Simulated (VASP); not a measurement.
# GaN (F-43m) in VASP: vibrations by perturbation theory with PBE

Aim: the vibrations by perturbation theory of GaN with PBE.

Everything below comes from runs of VASP 6.6.1. Logs are shortened: lines on timing, memory, paths and dates and some standing lists are left out, and cuts for length are marked.

### 1 The cell of the first run

Symmetry: F-43m, No. 216, cubic system. The conventional cell has a = 4.455 Å, b = 4.455 Å, c = 4.455 Å, α = 90.00°, β = 90.00°, γ = 90.00°. Within 2.6 Å of Ga (site symmetry -43m) lie 4 N at 1.93 Å. N (site symmetry -43m) has 4 Ga at 1.93 Å within 2.6 Å.

### 2 Vibrations by perturbation theory, PBE

File INCAR:

```
SYSTEM = GaN
PREC = Accurate ; ENCUT = 520
EDIFF = 1E-8 ; ISMEAR = 0
SIGMA = 0.01 ; LREAL = .FALSE.
LASPH = .TRUE. ; NELM = 80
ALGO = Normal ; ISIF = 2
LWAVE = .FALSE. ; LCHARG = .FALSE.
GGA = PE ; IBRION = 8
NSW = 1 ; LEPSILON = .TRUE.
```

File KPOINTS:

```
regular mesh
0
G
  10 10 10
  0 0 0
```

File POSCAR:

```
GaN
1.0
    0.0000000000      2.2276025120      2.2276025120
    2.2276025120      0.0000000000      2.2276025120
    2.2276025120      2.2276025120      0.0000000000
Ga N
1 1
Direct
    0.0000000000      0.0000000000      0.0000000000
    0.2500000000      0.2500000000      0.2500000000
```

Potentials or basis: VASP PAW PBE potentials, release 64 (Ga_d, N).

Started as:

```sh
$ cat potpaw_PBE.64/Ga_d/POTCAR potpaw_PBE.64/N/POTCAR > POTCAR
$ mpirun -np 1 vasp_std > vasp.out
```

OUTCAR:

```text
SYSTEM = GaN
   PREC = Accurate
   ENCUT = 520
   EDIFF = 1E-8
   ISMEAR = 0
   LREAL = .FALSE.
   LASPH = .TRUE.
   NELM = 80
   ISIF = 2
   GGA = PE
   IBRION = 8
   NSW = 1
   LEPSILON = .TRUE.

 ion  position               nearest neighbor table
   1  0.000  0.000  0.000-   2 1.93   2 1.93   2 1.93   2 1.93
   2  0.250  0.250  0.250-   1 1.93   1 1.93   1 1.93   1 1.93

  LATTYP: Found a face centered cubic cell.
 ALAT       =     4.4552050240

  Lattice vectors:

 A1 = (   0.0000000000,   2.2276025120,   2.2276025120)
 A2 = (   2.2276025120,   0.0000000000,   2.2276025120)
 A3 = (   2.2276025120,   2.2276025120,   0.0000000000)

Analysis of symmetry for initial positions (statically):
=====================================================================
 Subroutine PRICEL returns:
 Original cell was already a primitive cell.

 Routine SETGRP: Setting up the symmetry group for a
 face centered cubic supercell.

 Subroutine GETGRP returns: Found 24 space group operations
 (whereof 24 operations were pure point group operations)
 out of a pool of 48 trial point group operations.

The static configuration has the point symmetry T_d .

Analysis of symmetry for dynamics (positions and initial velocities):
=====================================================================
 Subroutine PRICEL returns:
 Original cell was already a primitive cell.

 Routine SETGRP: Setting up the symmetry group for a
 face centered cubic supercell.

 Subroutine GETGRP returns: Found 24 space group operations
 (whereof 24 operations were pure point group operations)
 out of a pool of 48 trial point group operations.

The dynamic configuration has the point symmetry T_d .

 Subroutine INISYM returns: Found 24 space group operations
 (whereof 24 operations are pure point group operations),
 and found     1 'primitive' translations

----------------------------------------------------------------------------------------

                                     Primitive cell

  volume of cell :      22.1077

  direct lattice vectors                    reciprocal lattice vectors
     0.000000000  2.227602512  2.227602512    -0.224456561  0.224456561  0.224456561
     2.227602512  0.000000000  2.227602512     0.224456561 -0.224456561  0.224456561
     2.227602512  2.227602512  0.000000000     0.224456561  0.224456561 -0.224456561

  length of vectors
     3.150305684  3.150305684  3.150305684     0.388770168  0.388770168  0.388770168

  position of ions in fractional coordinates (direct lattice)
     0.000000000  0.000000000  0.000000000
     0.250000000  0.250000000  0.250000000

  ion indices of the primitive-cell ions
   primitive index   ion index
                 1           1
                 2           2

----------------------------------------------------------------------------------------

 KPOINTS: regular mesh

Automatic generation of k-mesh.
 Grid dimensions read from file:
 generate k-points for:   10   10   10

 Generating k-lattice:

  Cartesian coordinates                     Fractional coordinates (reciprocal lattice)
    -0.022445656  0.022445656  0.022445656     0.100000000  0.000000000  0.000000000
     0.022445656 -0.022445656  0.022445656     0.000000000  0.100000000  0.000000000
     0.022445656  0.022445656 -0.022445656     0.000000000  0.000000000  0.100000000

  Length of vectors
     0.038877017  0.038877017  0.038877017

  Shift w.r.t. Gamma in fractional coordinates (k-lattice)
     0.000000000  0.000000000  0.000000000

 Subroutine IBZKPT returns following result:
 ===========================================

 Found     47 irreducible k-points:

[... 490 lines left out ...]
  energy-cutoff  :      520.00
  volume of cell :       22.11
      direct lattice vectors                 reciprocal lattice vectors
     0.000000000  2.227602512  2.227602512    -0.224456561  0.224456561  0.224456561
     2.227602512  0.000000000  2.227602512     0.224456561 -0.224456561  0.224456561
     2.227602512  2.227602512  0.000000000     0.224456561  0.224456561 -0.224456561

 POSITION                                       TOTAL-FORCE (eV/Angst)
 -----------------------------------------------------------------------------------
      0.00000      0.00000      0.00000        -0.000000     -0.000000     -0.000000
      1.11380      1.11380      1.11380         0.000000      0.000000      0.000000
 -----------------------------------------------------------------------------------
    total drift:                                0.000001      0.000001      0.000002

  FREE ENERGIE OF THE ION-ELECTRON SYSTEM (eV)
  ---------------------------------------------------
  free  energy   TOTEN  =       -12.1011034172 eV

  energy  without entropy=      -12.1011034172  energy(sigma->0) =      -12.10110342

 HEAD OF MICROSCOPIC STATIC DIELECTRIC TENSOR (INDEPENDENT PARTICLE, excluding Hartree and local field effects)
 ------------------------------------------------------
           5.892576     0.000000     0.000000
           0.000000     5.892576     0.000000
           0.000000     0.000000     5.892576
 ------------------------------------------------------

 Free energy of the ion-electron system (eV)
  ---------------------------------------------------
  ---------------------------------------------------
  free energy    TOTEN  =        -0.31446390 eV

  energy without entropy =       -0.31446390

------------------------ aborting loop because EDIFF is reached ----------------------------------------

--------------------------------------- Ionic step        2  -------------------------------------------

------------------------ aborting loop because EDIFF is reached ----------------------------------------

--------------------------------------- Ionic step        3  -------------------------------------------

------------------------ aborting loop because EDIFF is reached ----------------------------------------

 PIEZOELECTRIC TENSOR FIELD DIRECTION 3  (e Angst)
 -----------------------------------------------------------------------------
    -0.00152 -1.40777  0.00000           ( -0.00000 -0.10183  0.00000)
    -1.40777 -0.00152  0.00000           ( -0.10183 -0.00000  0.00000)
     0.00000  0.00000  0.00199           (  0.00000  0.00000 -0.00000)

 PIEZOELECTRIC TENSOR FIELD DIRECTION 3  (C/m^2)
 -----------------------------------------------------------------------------
    -0.00110 -1.02023  0.00000
    -1.02023 -0.00110  0.00000
     0.00000  0.00000  0.00144

--------------------------------------- Ionic step        4  -------------------------------------------

------------------------ aborting loop because EDIFF is reached ----------------------------------------

[... ionic steps 5 to 6 ...]

--------------------------------------- Ionic step        7  -------------------------------------------

 Free energy of the ion-electron system (eV)
  ---------------------------------------------------
  ---------------------------------------------------
  free energy    TOTEN  =        -0.23444731 eV

  energy without entropy =       -0.23444731

------------------------ aborting loop because EDIFF is reached ----------------------------------------

 INTERNAL STRAIN TENSOR  FOR ION    2  DIRECTION 1   (eV/Angst):
 -----------------------------------------------------------------------------
     0.00037  0.00000  0.00000
     0.00000 -0.00377-10.40952
     0.00000-10.40952 -0.00377

 MACROSCOPIC STATIC DIELECTRIC TENSOR (including local field effects in DFT)
 ------------------------------------------------------
           5.765846    -0.000000     0.000000
           0.000000     5.765846     0.000000
           0.000000     0.000000     5.765846
 ------------------------------------------------------

 PIEZOELECTRIC TENSOR (including local field effects)  for field in x, y, z        (e  Angst)
          XX          YY          ZZ          XY          YZ          ZX
  --------------------------------------------------------------------------------
  x     0.00000     0.00000     0.00000     0.00000    -1.40937     0.00000
  y    -0.00000     0.00000    -0.00000     0.00000     0.00000    -1.40937
  z     0.00000     0.00000     0.00000    -1.40937     0.00000     0.00000

 PIEZOELECTRIC TENSOR (including local field effects)  for field in x, y, z        (C/m^2)
          XX          YY          ZZ          XY          YZ          ZX
  --------------------------------------------------------------------------------
  x     0.00000     0.00000     0.00000     0.00000    -1.02139     0.00000
  y    -0.00000     0.00000    -0.00000     0.00000     0.00000    -1.02139
  z     0.00000     0.00000     0.00000    -1.02139     0.00000     0.00000

 BORN EFFECTIVE CHARGES (including local field effects) (in |e|, cummulative output)
 ---------------------------------------------------------------------------------
 ion    1
    1     2.64933     0.00000     0.00000
    2    -0.00000     2.64933    -0.00000
    3     0.00000    -0.00000     2.64933
 ion    2
    1    -2.64933     0.00000     0.00000
    2     0.00000    -2.64933     0.00000
    3    -0.00000     0.00000    -2.64933

 INTERNAL STRAIN TENSOR FOR ION    2 for displacements in x,y,z  (eV/Angst):
          X           Y           Z          XY          YZ          ZX
  --------------------------------------------------------------------------------
  x     0.00000    -0.00000    -0.00000     0.00000   -10.40952     0.00000
  y    -0.00000     0.00000    -0.00000     0.00000     0.00000   -10.40952
  z    -0.00000    -0.00000     0.00000   -10.40952     0.00000     0.00000

 SECOND DERIVATIVES (NOT SYMMETRIZED)
 ------------------------------------
               1X          1Y          1Z          2X          2Y          2Z
  1X   -13.571676    0.000000    0.000000   13.571676    0.000000    0.000000
  1Y     0.000000  -13.571676    0.000000    0.000000   13.571676    0.000000
  1Z     0.000000    0.000000  -13.571676    0.000000    0.000000   13.571676
  2X    13.554971    0.000000    0.000000  -13.554971    0.000000    0.000000
  2Y     0.000000   13.554971    0.000000    0.000000  -13.554971    0.000000
  2Z     0.000000    0.000000   13.554971    0.000000    0.000000  -13.554971

 Eigenvectors and eigenvalues of the dynamical matrix
 ----------------------------------------------------

   1 f  =   16.857851 THz   105.921001 2PiTHz  562.317379 cm-1    69.718438 meV
             X         Y         Z           dx          dy          dz
      0.000000  0.000000  0.000000    -0.000000   -0.409145    0.000000
      1.113801  1.113801  1.113801     0.000000    0.912469    0.000000
[... 21 lines left out ...]
   6 f/i=    0.003876 THz     0.024352 2PiTHz    0.129278 cm-1     0.016028 meV
             X         Y         Z           dx          dy          dz
      0.000000  0.000000  0.000000     0.027007   -0.167763    0.896508
      1.113801  1.113801  1.113801     0.012110   -0.075224    0.401988

--------------------------------------------------------------------------------------------------------

 MACROSCOPIC STATIC DIELECTRIC TENSOR IONIC CONTRIBUTION
 ------------------------------------------------------
           4.235720    -0.000000     0.000000
          -0.000000     4.235720    -0.000000
           0.000000     0.000000     4.235720
 ------------------------------------------------------

 ELASTIC MODULI CONTR FROM IONIC RELAXATION (kBar)
 Direction    XX          YY          ZZ          XY          YZ          ZX
 --------------------------------------------------------------------------------
 XX          -0.0000     -0.0000     -0.0000     -0.0000      0.0000     -0.0000
 YY          -0.0000     -0.0000     -0.0000     -0.0000     -0.0000      0.0000
 ZZ          -0.0000     -0.0000     -0.0000     -0.0000     -0.0000     -0.0000
 XY          -0.0000     -0.0000     -0.0000   -544.4831      0.0000     -0.0000
 YZ           0.0000     -0.0000     -0.0000      0.0000   -544.4831      0.0000
 ZX          -0.0000     -0.0000     -0.0000     -0.0000      0.0000   -544.4831
 --------------------------------------------------------------------------------

 PIEZOELECTRIC TENSOR IONIC CONTR  for field in x, y, z        (C/m^2)
          XX          YY          ZZ          XY          YZ          ZX
  --------------------------------------------------------------------------------
  x     0.00000     0.00000     0.00000     0.00000     1.42899     0.00000
  y     0.00000     0.00000     0.00000     0.00000    -0.00000     1.42899
  z     0.00000     0.00000     0.00000     1.42899     0.00000    -0.00000
```

Wall time 2.5 min (1 thread of Intel Xeon 6975P-C (Granite Rapids), shared host); peak memory 0.25 GiB.

What came out:

* Electronic dielectric tensor (diagonal): 5.77
* Born charges (mean of the diagonal): Ga +2.65; N -2.65 e
* Highest phonon frequency at Γ, LO-TO splitting left out: 562 cm⁻¹

Phonon frequencies in cm⁻¹ (negative: imaginary):
| q point | frequencies |
| --- | --- |
| (0.000, 0.000, 0.000) | 0 0 0 562 562 562 |

Electronic dielectric tensor:
```
5.77 0.00 0.00
0.00 5.77 0.00
0.00 0.00 5.77
```

Born effective charge tensors (e):
atom 1, Ga
```
2.65 0.00 0.00
0.00 2.65 0.00
0.00 0.00 2.65
```
atom 2, N
```
-2.65  0.00  0.00
 0.00 -2.65  0.00
 0.00  0.00 -2.65
```

Caveat: the cell stands under pressure or tension, which shifts response properties.
